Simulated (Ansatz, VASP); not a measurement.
## Two plane-wave programs on Co3O

INCAR

```
PREC = Accurate
ENCUT = 600
EDIFF = 1E-6
ISMEAR = 0
SIGMA = 0.1
LREAL = False
LASPH = True
NELM = 150
ALGO = Fast
ISIF = 3
LWAVE = False
LCHARG = False
ISPIN = 2
MAGMOM = 2.38 2.38 2.38 0.47
LORBIT = 11
LMAXMIX = 4
GGA = PE
IBRION = 2
NSW = 100
EDIFFG = -0.01
```

Contents of KPOINTS:

```
Automatic mesh
0
Gamma
  14 14 14
```

File POSCAR:

```
Co3O
1.0
    3.5167768335      0.0000000000      0.0000000000
    0.0000000000      3.5167768335      0.0000000000
    0.0000000000      0.0000000000      3.5167768335
Co O
3 1
Direct
    0.0000000000      0.5000000000      0.5000000000
    0.5000000000      0.0000000000      0.5000000000
    0.5000000000      0.5000000000      0.0000000000
    0.0000000000      0.0000000000      0.0000000000
```

Input for Ansatz:

```yaml
crystal:
  lattice:
    - [3.5167768335, 0.0, 0.0]
    - [0.0, 3.5167768335, 0.0]
    - [0.0, 0.0, 3.5167768335]
  atoms:
    - { symbol: Co, position: [0.0, 0.5, 0.5], spin: 2.38 }
    - { symbol: Co, position: [0.5, 0.0, 0.5], spin: 2.38 }
    - { symbol: Co, position: [0.5, 0.5, 0.0], spin: 2.38 }
    - { symbol: O, position: [0.0, 0.0, 0.0], spin: 0.47 }
basis:
  ecutwfc: 420
kpoints:
  mp_grid: { grid: [14, 14, 14] }
hamiltonian:
  xc: pbe
scf:
  occupations: { method: gaussian, width: 0.1 }
output:
  forces: true
  stress: true
  eigenvalues: true
  populations: true
magnetization:
  spin_polarized: true
relax:
  adjacent_minimum: "off"
  f_tol: 0.01
  max_steps: 80
  cell: { stress_tol: 0.05 }
```

Alike in both runs: task relaxation of cell and atoms; functional PBE; k mesh 14 × 14 × 14; occupations gaussian, width 0.1 eV; collinear spin.

```csv
,VASP,Ansatz
version,VASP 6.6.1,Ansatz 0.2.0
potentials or method,"VASP PAW PBE potentials, release 64 (Co, O), cutoff 600 eV","scalar-relativistic, plane waves, PAW"
valence electrons in the cell,33,57
```

|  | VASP | Ansatz | Ansatz less VASP |
| --- | --- | --- | --- |
| gap on the k mesh at the Fermi level, each at its own relaxed structure (eV) | none | none | - |
| net moment per atom (μB) | 1.69 | 1.71 | +0.020 |
| size of the moment on the site where the two differ most (μB) | 0.38 | 0.43 | +0.051 |
| relaxed volume (Å³/atom) | 10.83 | 10.89 | +0.063 |
| relaxed cell length with the largest relative difference (Å) | 3.512 | 3.519 | +0.0068 |

Site moments also hang on the region over which each program counts them. A gap of «none» marks a metal or a gap that the smearing closes. VASP's potentials hold 33 valence electrons a cell and Ansatz's 57, so a difference there can come from the potentials and not from the codes.
